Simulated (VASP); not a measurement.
# MoS2 (Fm-3m) in VASP: settings compared

Aim: see how the results for MoS2 move with the level of theory and the settings. Levels: r2SCAN, LDA, PBE. Tasks: single point.

Everything below comes from runs of VASP 6.6.1. Logs are shortened: lines on timing, memory, paths and dates and some standing lists are left out, and cuts for length are marked.

### 1 The cell of the first run

It takes space group Fm-3m (No. 225, cubic). The conventional cell has a = 5.865 Å, b = 5.865 Å, c = 5.865 Å, α = 90.00°, β = 90.00°, γ = 90.00°. Within 3.4 Å of Mo (site symmetry m-3m) lie 8 S at 2.54 Å. Within 3.4 Å of S (site symmetry -43m) lie 4 Mo at 2.54 Å and 6 S at 2.93 Å.

### 2 Single point, r2SCAN

POSCAR reads:

```
MoS2
1.0
    0.0000000000      2.9323968553      2.9323968553
    2.9323968553      0.0000000000      2.9323968553
    2.9323968553      2.9323968553      0.0000000000
Mo S
1 2
Direct
    0.0000000000      0.0000000000      0.0000000000
    0.2500000000      0.2500000000      0.2500000000
    0.7500000000      0.7500000000      0.7500000000
```

INCAR.step1 reads:

```
PREC = Accurate
ENCUT = 520
ISMEAR = -1
SIGMA = 0.02
LREAL = False
LASPH = True
NELM = 80
NBANDS = 20
GGA = PE
ALGO = Normal
EDIFF = 1E-4
LWAVE = True
LCHARG = False
```

INCAR.step2 reads:

```
PREC = Accurate
ENCUT = 520
EDIFF = 1E-7
ISMEAR = -1
SIGMA = 0.02
LREAL = False
LASPH = True
NELM = 80
ALGO = Normal
ISIF = 2
LWAVE = False
LCHARG = True
METAGGA = R2SCAN
LMIXTAU = True
LELF = True
LVHAR = True
NBANDS = 20
ISTART = 1
```

KPOINTS reads:

```
regular mesh
0
Gamma
  6 6 6
```

Potentials or basis: VASP PAW PBE potentials, release 64 (Mo_sv, S).

The run is started by

```console
cat potpaw_PBE.64/Mo_sv/POTCAR potpaw_PBE.64/S/POTCAR > POTCAR
cp INCAR.step1 INCAR
mpirun -np 1 vasp_std > vasp.out
cp INCAR.step2 INCAR
mpirun -np 1 vasp_std > vasp.out
```

OUTCAR:

```text
PREC = Accurate
   ENCUT = 520
   EDIFF = 1E-7
   ISMEAR = -1
   LREAL = False
   LASPH = True
   NELM = 80
   ISIF = 2
   METAGGA = R2SCAN
   ISTART = 1

 ion  position               nearest neighbor table
   1  0.000  0.000  0.000-   3 2.54   3 2.54   3 2.54   2 2.54   2 2.54   2 2.54   3 2.54   2 2.54

   2  0.250  0.250  0.250-   1 2.54   1 2.54   1 2.54   1 2.54
   3  0.750  0.750  0.750-   1 2.54   1 2.54   1 2.54   1 2.54

  LATTYP: Found a face centered cubic cell.
 ALAT       =     5.8647937106

  Lattice vectors:

 A1 = (   0.0000000000,   2.9323968553,   2.9323968553)
 A2 = (   2.9323968553,   0.0000000000,   2.9323968553)
 A3 = (   2.9323968553,   2.9323968553,   0.0000000000)

Analysis of symmetry for initial positions (statically):
=====================================================================
 Subroutine PRICEL returns:
 Original cell was already a primitive cell.

 Routine SETGRP: Setting up the symmetry group for a
 face centered cubic supercell.

 Subroutine GETGRP returns: Found 48 space group operations
 (whereof 48 operations were pure point group operations)
 out of a pool of 48 trial point group operations.

The static configuration has the point symmetry O_h .

Analysis of symmetry for dynamics (positions and initial velocities):
=====================================================================
 Subroutine PRICEL returns:
 Original cell was already a primitive cell.

 Routine SETGRP: Setting up the symmetry group for a
 face centered cubic supercell.

 Subroutine GETGRP returns: Found 48 space group operations
 (whereof 48 operations were pure point group operations)
 out of a pool of 48 trial point group operations.

The dynamic configuration has the point symmetry O_h .

 Subroutine INISYM returns: Found 48 space group operations
 (whereof 48 operations are pure point group operations),
 and found     1 'primitive' translations

----------------------------------------------------------------------------------------

                                     Primitive cell

  volume of cell :      50.4311

  direct lattice vectors                    reciprocal lattice vectors
     0.000000000  2.932396855  2.932396855    -0.170508981  0.170508981  0.170508981
     2.932396855  0.000000000  2.932396855     0.170508981 -0.170508981  0.170508981
     2.932396855  2.932396855  0.000000000     0.170508981  0.170508981 -0.170508981

  length of vectors
     4.147035403  4.147035403  4.147035403     0.295330218  0.295330218  0.295330218

  position of ions in fractional coordinates (direct lattice)
     0.000000000  0.000000000  0.000000000
     0.250000000  0.250000000  0.250000000
     0.750000000  0.750000000  0.750000000

  ion indices of the primitive-cell ions
   primitive index   ion index
                 1           1
                 2           2
                 3           3

----------------------------------------------------------------------------------------

 KPOINTS: regular mesh

Automatic generation of k-mesh.
 Grid dimensions read from file:
 generate k-points for:    6    6    6

 Generating k-lattice:

  Cartesian coordinates                     Fractional coordinates (reciprocal lattice)
    -0.028418164  0.028418164  0.028418164     0.166666667  0.000000000  0.000000000
     0.028418164 -0.028418164  0.028418164     0.000000000  0.166666667  0.000000000
     0.028418164  0.028418164 -0.028418164     0.000000000  0.000000000  0.166666667

  Length of vectors
     0.049221703  0.049221703  0.049221703

  Shift w.r.t. Gamma in fractional coordinates (k-lattice)
     0.000000000  0.000000000  0.000000000

 Subroutine IBZKPT returns following result:
 ===========================================

 Found     16 irreducible k-points:

 Following reciprocal coordinates:
            Coordinates               Weight
  0.000000  0.000000  0.000000      1.000000
  0.166667  0.000000  0.000000      8.000000
  0.333333  0.000000  0.000000      8.000000
  0.500000  0.000000  0.000000      4.000000
  0.166667  0.166667  0.000000      6.000000
  0.333333  0.166667  0.000000     24.000000
[... 8 lines left out ...]
 -0.333333  0.333333  0.166667     24.000000
 -0.333333  0.500000  0.166667     12.000000
   k-points           NKPTS =     16   k-points in BZ     NKDIM =     16   number of bands    NBANDS=     20
   number of dos      NEDOS =    301   number of ions     NIONS =      3
   total plane-waves  NPLWV =  32768
   dimension x,y,z NGX =    32 NGY =   32 NGZ =   32
   dimension x,y,z NGXF=    64 NGYF=   64 NGZF=   64
   ions per type =               1   2
   NGX,Y,Z   is equivalent  to a cutoff of  12.83, 12.83, 12.83 a.u.
   NGXF,Y,Z  is equivalent  to a cutoff of  25.66, 25.66, 25.66 a.u.
 SYSTEM =  unknown system
   PREC   = accura    normal or accurate (medium, high low for compatibility)
   ISTART =      1    job   : 0-new  1-cont  2-samecut
   ICHARG =      0    charge: 1-file 2-atom 10-const
   ISPIN  =      1    spin polarized calculation?
   LNONCOLLINEAR =      F non collinear calculations
   LSORBIT =      F    spin-orbit coupling
   LASPH  =      T    aspherical Exc in radial PAW
   ENCUT  =  520.0 eV  38.22 Ry    6.18 a.u.   7.71  7.71  7.71*2*pi/ulx,y,z
   NELM   =     80;   NELMIN=  2; NELMDL=  0     # of ELM steps
   EDIFF  = 0.1E-06   stopping-criterion for ELM
   LREAL  =      F    real-space projection
   EDIFFG = 0.1E-05   stopping-criterion for IOM
   NSW    =      0    number of steps for IOM
   IBRION =     -1    ionic relax: 0-MD 1-quasi-New 2-CG
   NFREE  =      0    steps in history (QN), initial steepest desc. (CG)
   ISIF   =      2    stress and relaxation
   ISYM   =      2    0-nonsym 1-usesym 2-fastsym
   POTIM  = 0.5000    time-step for ionic-motion
   TEBEG  =    0.0;   TEEND  =   0.0 temperature during run
   PSTRESS=    0.0 pullay stress
   NELECT =      26.0000    total number of electrons
   NUPDOWN=      -1.0000    fix difference up-down
   EMIN   =  10.00;   EMAX   =-10.00  energy-range for DOS
   EFERMI =   0.00;   METHOD = LEGACY
   ISMEAR =    -1;   SIGMA  =   0.02  broadening in eV -4-tet -1-fermi 0-gaus
   EFERMI_NEDOS =   21; number of points for ismear=-14 and -15
   IALGO  =     38    algorithm
   IMIX   =      4    mixing-type and parameters
     AMIX     =   0.40;   BMIX     =  1.00
[... 52 lines left out ...]
      5      -7.4884      2.00000
      6      -3.5899      2.00000
[... 12 lines left out ...]
     19      14.9606      0.00000
     20      15.3501      0.00000

 k-point     3 :       0.3333    0.0000    0.0000
  band No.  band energies     occupation
      1     -54.7704      2.00000
      2     -28.1650      2.00000
      3     -28.1376      2.00000
      4     -28.1376      2.00000
      5      -6.7343      2.00000
      6      -4.6242      2.00000
[... 12 lines left out ...]
     19      16.9487      0.00000
     20      16.9487      0.00000

 k-point     4 :       0.5000    0.0000    0.0000
  band No.  band energies     occupation
      1     -54.7700      2.00000
      2     -28.1756      2.00000
      3     -28.1392      2.00000
      4     -28.1392      2.00000
      5      -5.9973      2.00000
      6      -5.4015      2.00000
[... 12 lines left out ...]
     19      18.0500      0.00000
     20      18.4931      0.00000

 k-point     5 :       0.1667    0.1667    0.0000
  band No.  band energies     occupation
      1     -54.7712      2.00000
      2     -28.1441      2.00000
      3     -28.1366      2.00000
      4     -28.1366      2.00000
      5      -7.3926      2.00000
      6      -3.7162      2.00000
[... 12 lines left out ...]
     19      16.3157      0.00000
     20      16.3157      0.00000

 k-point     6 :       0.3333    0.1667    0.0000
  band No.  band energies     occupation
      1     -54.7704      2.00000
      2     -28.1597      2.00000
      3     -28.1406      2.00000
      4     -28.1400      2.00000
      5      -6.7991      2.00000
      6      -4.4524      2.00000
[... 12 lines left out ...]
     19      17.4390      0.00000
     20      17.8637      0.00000

 k-point     7 :       0.5000    0.1667    0.0000
  band No.  band energies     occupation
      1     -54.7699      2.00000
      2     -28.1715      2.00000
      3     -28.1457      2.00000
      4     -28.1413      2.00000
      5      -5.9871      2.00000
      6      -5.2602      2.00000
[... 12 lines left out ...]
     19      17.0418      0.00000
     20      19.0164      0.00000

 k-point     8 :      -0.3333    0.1667    0.0000
  band No.  band energies     occupation
      1     -54.7700      2.00000
      2     -28.1679      2.00000
      3     -28.1469      2.00000
      4     -28.1392      2.00000
      5      -6.2518      2.00000
      6      -5.0234      2.00000
[... 12 lines left out ...]
     19      16.8205      0.00000
     20      17.4373      0.00000

 k-point     9 :      -0.1667    0.1667    0.0000
  band No.  band energies     occupation
      1     -54.7707      2.00000
      2     -28.1541      2.00000
      3     -28.1412      2.00000
      4     -28.1358      2.00000
      5      -7.0444      2.00000
      6      -4.2112      2.00000
[... 12 lines left out ...]
     19      15.5166      0.00000
     20      17.1200      0.00000

 k-point    10 :       0.3333    0.3333    0.0000
  band No.  band energies     occupation
      1     -54.7700      2.00000
      2     -28.1661      2.00000
      3     -28.1439      2.00000
      4     -28.1439      2.00000
      5      -6.4339      2.00000
      6      -4.6675      2.00000
[... 12 lines left out ...]
     19      16.6899      0.00000
     20      17.6481      0.00000

 k-point    11 :       0.5000    0.3333    0.0000
  band No.  band energies     occupation
      1     -54.7696      2.00000
      2     -28.1715      2.00000
      3     -28.1506      2.00000
      4     -28.1455      2.00000
      5      -5.8758      2.00000
      6      -5.0776      2.00000
[... 12 lines left out ...]
     19      17.0733      0.00000
     20      17.9923      0.00000

 k-point    12 :      -0.3333    0.3333    0.0000
  band No.  band energies     occupation
      1     -54.7696      2.00000
      2     -28.1632      2.00000
      3     -28.1613      2.00000
      4     -28.1431      2.00000
      5      -5.6063      2.00000
      6      -5.4180      2.00000
[... 12 lines left out ...]
     19      16.6152      0.00000
     20      18.8594      0.00000

 k-point    13 :       0.5000    0.5000    0.0000
  band No.  band energies     occupation
      1     -54.7695      2.00000
      2     -28.1770      2.00000
      3     -28.1476      2.00000
      4     -28.1476      2.00000
      5      -5.7796      2.00000
      6      -5.0305      2.00000
[... 12 lines left out ...]
     19      16.0100      0.00000
     20      17.9504      0.00000

 k-point    14 :       0.5000    0.3333    0.1667
  band No.  band energies     occupation
      1     -54.7699      2.00000
      2     -28.1658      2.00000
      3     -28.1503      2.00000
      4     -28.1424      2.00000
      5      -6.1877      2.00000
      6      -4.9500      2.00000
[... 12 lines left out ...]
     19      16.8000      0.00000
     20      18.4753      0.00000

 k-point    15 :      -0.3333    0.3333    0.1667
  band No.  band energies     occupation
      1     -54.7696      2.00000
      2     -28.1666      2.00000
      3     -28.1565      2.00000
      4     -28.1445      2.00000
      5      -5.5944      2.00000
      6      -5.4316      2.00000
[... 12 lines left out ...]
     19      15.7924      0.00000
     20      18.6508      0.00000

 k-point    16 :      -0.3333    0.5000    0.1667
  band No.  band energies     occupation
      1     -54.7695      2.00000
      2     -28.1696      2.00000
      3     -28.1549      2.00000
      4     -28.1476      2.00000
      5      -5.6182      2.00000
      6      -5.2478      2.00000
[... 12 lines left out ...]
     19      16.7999      0.00000
     20      17.1763      0.00000

------------------------ aborting loop because EDIFF is reached ----------------------------------------

  FORCE on cell =-STRESS in cart. coord.  units (eV):
  Direction    XX          YY          ZZ          XY          YZ          ZX
  --------------------------------------------------------------------------------------
  -------------------------------------------------------------------------------------
  Total        0.1206884      0.1206884      0.1206884     -0.0000000     -0.0000000      0.0000000
  in kB        3.8342286      3.8342286      3.8342286     -0.0000000     -0.0000000      0.0000000
  external PRESSURE =       3.8342286 kB  Pullay stress =       0.0000000 kB

 VOLUME and BASIS-vectors are now :
 -----------------------------------------------------------------------------
  energy-cutoff  :      520.00
  volume of cell :       50.43
      direct lattice vectors                 reciprocal lattice vectors
     0.000000000  2.932396855  2.932396855    -0.170508981  0.170508981  0.170508981
     2.932396855  0.000000000  2.932396855     0.170508981 -0.170508981  0.170508981
     2.932396855  2.932396855  0.000000000     0.170508981  0.170508981 -0.170508981

 POSITION                                       TOTAL-FORCE (eV/Angst)
 -----------------------------------------------------------------------------------
      0.00000      0.00000      0.00000         0.000000      0.000000      0.000000
      1.46620      1.46620      1.46620        -0.000000     -0.000000      0.000000
      4.39860      4.39860      4.39860         0.000000      0.000000     -0.000000
 -----------------------------------------------------------------------------------
    total drift:                                0.000000     -0.000000      0.000000

  FREE ENERGIE OF THE ION-ELECTRON SYSTEM (eV)
  ---------------------------------------------------
  free  energy   TOTEN  =       -42.6304330591 eV

  energy  without entropy=      -42.6212640590  energy(sigma->0) =      -42.62584856
```

Run time: 50 s. Hardware: 1 thread of Intel Xeon 6975P-C, shared host; peak memory 0.19 GiB.

What came out:

```
Free energy            : -42.6304 eV
Pressure               : 0.4 GPa
Band gap on the k mesh : zero (band 13 reaches 8.61 eV, above the bottom of band 14 at 7.73 eV)
```

Caveat: the PAW data sets were made with another functional, which shifts forces and pressure a little.

### 3 Single point, LDA

INCAR reads:

```
PREC = Accurate
ENCUT = 520
EDIFF = 1E-7
ISMEAR = -1
SIGMA = 0.02
LREAL = False
LASPH = True
NELM = 80
ALGO = Normal
ISIF = 2
LWAVE = False
LCHARG = False
GGA = CA
NBANDS = 20
```

KPOINTS reads:

```
regular mesh
0
Gamma
  8 8 8
```

POSCAR is that of step 2.

Potentials or basis: VASP PAW LDA potentials, release 64 (Mo_sv, S).

The run is started by

```console
cat potpaw_LDA.64/Mo_sv/POTCAR potpaw_LDA.64/S/POTCAR > POTCAR
mpirun -np 1 vasp_std > vasp.out
```

It took 17 s on 1 thread of Intel Xeon 6975P-C, shared host; peak memory 0.16 GiB.

It converged, with:

```
Free energy            : -22.3161 eV
Pressure               : -7.5 GPa
Band gap on the k mesh : zero (band 13 reaches 8.68 eV, above the bottom of band 14 at 7.73 eV)
```

Levels at points of the mesh, in eV from the Fermi level:
| k point | band 11 | band 12 | band 13 | band 14 | band 15 | band 16 |
| --- | --- | --- | --- | --- | --- | --- |
| (0.00, 0.00, 0.00) | -0.99 | -0.53 | -0.53 | -0.53 | 4.21 | 4.21 |
| (0.50, 0.00, 0.00) | -2.95 | -2.95 | -0.50 | -0.50 | 1.57 | 3.96 |
| (0.50, 0.50, 0.00) | -2.52 | -0.73 | 0.07 | 0.93 | 1.69 | 3.44 |

### 4 Single point, PBE, non-collinear spin, zero start, spin-orbit coupling

INCAR reads:

```
PREC = Accurate ; ENCUT = 520
EDIFF = 1E-6 ; ISMEAR = -1
SIGMA = 0.02 ; LREAL = False
LASPH = True ; NELM = 150
ALGO = Normal ; ISIF = 2
LWAVE = False ; LCHARG = False
MAGMOM = 0 0 0 0 0 0 0 0 0 ; LORBIT = 11
LSORBIT = True ; GGA_COMPAT = False
LORBMOM = True ; LMAXMIX = 4
GGA = PE ; NBANDS = 39
```

KPOINTS reads:

```
Automatic mesh
0
Gamma
  4 4 4
```

POSCAR is that of step 3.

Potentials or basis: VASP PAW PBE potentials, release 64 (Mo_sv, S).

The run is started by

```console
cat potpaw_PBE.64/Mo_sv/POTCAR potpaw_PBE.64/S/POTCAR > POTCAR
mpirun -np 1 vasp_ncl > vasp.out
```

Wall time 45 s (1 thread of Intel Xeon 6975P-C, shared host); peak memory 0.3 GiB.

The run converged. Its results:

```yaml
Free_energy: -19.7499 eV
Pressure: -0.1 GPa
Net_moment: 0.00 μB per cell
Valence_electrons_inside_the_program's_atomic_spheres: Mo 12.31; S 3.67
```

Moments on the atoms (μB; x, y, z):
```
Mo  0.00 0.00 0.00
S   0.00 0.00 0.00
S   0.00 0.00 0.00
```

Caveat: the k points lie up to 0.46 Å⁻¹ apart.

### 5 Single point, LDA

INCAR reads:

```
SYSTEM = MoS2
  PREC = Accurate
  ENCUT = 500
  EDIFF = 1E-6
  ISMEAR = -1
  SIGMA = 0.02
  LREAL = .False.
  LASPH = .True.
  NELM = 120
  ALGO = Normal
  ISIF = 2
  LWAVE = .False.
  LCHARG = .False.
  NBANDS = 20
  GGA_COMPAT = .False.
```

KPOINTS reads:

```
regular mesh
0
Gamma
  4 4 4
  0 0 0
```

POSCAR is that of step 4.

Potentials or basis: VASP PAW LDA potentials, release 64 (Mo_sv, S).

The run is started by

```console
cat potpaw_LDA.64/Mo_sv/POTCAR potpaw_LDA.64/S/POTCAR > POTCAR
mpirun -np 1 vasp_std > vasp.out
```

Wall time 14 s (1 thread of Intel Xeon 8259CL, shared host); peak memory 0.14 GiB.

The run converged. Its results:

```
Free energy            : -22.3907 eV
Pressure               : -8.0 GPa
Band gap on the k mesh : zero (band 13 reaches 8.72 eV, above the bottom of band 14 at 7.70 eV)
```

Levels at points of the mesh, in eV from the Fermi level:
```csv
k point,band 9,band 10,band 11,band 12,band 13,band 14,band 15,band 16,band 17,band 18
"(0.00, 0.00, 0.00)",-6.16,-1.04,-1.04,-0.64,-0.64,-0.64,4.15,4.15,4.15,4.96
"(0.50, 0.00, 0.00)",-3.86,-3.18,-3.06,-3.06,-0.54,-0.54,1.51,3.90,3.90,6.62
"(0.50, 0.50, 0.00)",-5.18,-2.60,-2.60,-0.78,0.04,0.81,1.64,3.35,3.35,5.71
```

Caveat: the k points lie up to 0.46 Å⁻¹ apart.

### 6 The runs side by side

| level | potentials or basis | spin | k mesh | cutoff (eV) | gap on the mesh (eV) | pressure (GPa) |
| --- | --- | --- | --- | --- | --- | --- |
| r2SCAN | VASP PAW PBE potentials, release 64 (Mo_sv, S) | off | 6 × 6 × 6 | 520 | none | 0.4 |
| LDA | VASP PAW LDA potentials, release 64 (Mo_sv, S) | off | 8 × 8 × 8 | 520 | none | -7.5 |
| PBE | VASP PAW PBE potentials, release 64 (Mo_sv, S) | non-collinear, zero start, SOC | 4 × 4 × 4 | 520 | - | -0.1 |
| LDA | VASP PAW LDA potentials, release 64 (Mo_sv, S) | off | 4 × 4 × 4 | 500 | none | -8.0 |

Alike in all rows: task single point; cell as given; smearing fermi-dirac 0.02 eV.

Caveats: some runs use coarse meshes; the PAW data sets were made with another functional, which shifts forces and pressure a little (some runs).

Total energies depend on the potentials used, so only differences within one code and one set of settings carry meaning.
